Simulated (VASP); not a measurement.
BN, 2 atoms in the cell. Symmetry: Fmm2, No. 42, orthorhombic system. The conventional cell has a = 2.503 Å, b = 6.991 Å, c = 4.332 Å, α = 90.00°, β = 90.00°, γ = 90.00°. B (site symmetry mm2) has 3 N at 1.44 Å within 1.9 Å. N (site symmetry mm2) has 3 B at 1.44 Å within 1.9 Å. 

```yaml
Program: VASP 6.6.1
Task: relaxation of cell and atoms
Functional: PBE
Dispersion: D3(BJ)
Potentials_or_basis: VASP PAW PBE potentials, release 64 (B, N)
Cutoff: 600 eV
k_mesh: 10 × 10 × 10
Occupations: fermi-dirac, width 0.02 eV
Spin: no spin polarisation
Dipole_correction: no
Further_INCAR_settings: ALGO = Normal; EDIFF = 1e-06; IBRION = 2; EDIFFG = -0.005; NSW = 80; ISIF = 3
```

Potentials or basis: VASP PAW PBE potentials, release 64 (B, N).

The run is started by

```sh
$ cat potpaw_PBE.64/B/POTCAR potpaw_PBE.64/N/POTCAR > POTCAR
$ mpirun -np 1 vasp_std > vasp.out
```

Hardware: 1 thread of Intel(R) Xeon(R) Platinum 8559C (Emerald Rapids), on a shared host.

Problem. Estimate the wall time of this run.

Solution. It took 2.6 min on 1 thread of Intel(R) Xeon(R) Platinum 8559C (Emerald Rapids), on a shared host, peak memory 0.18 GiB. Counts: scf iterations 100, k points 171, ion steps 21.
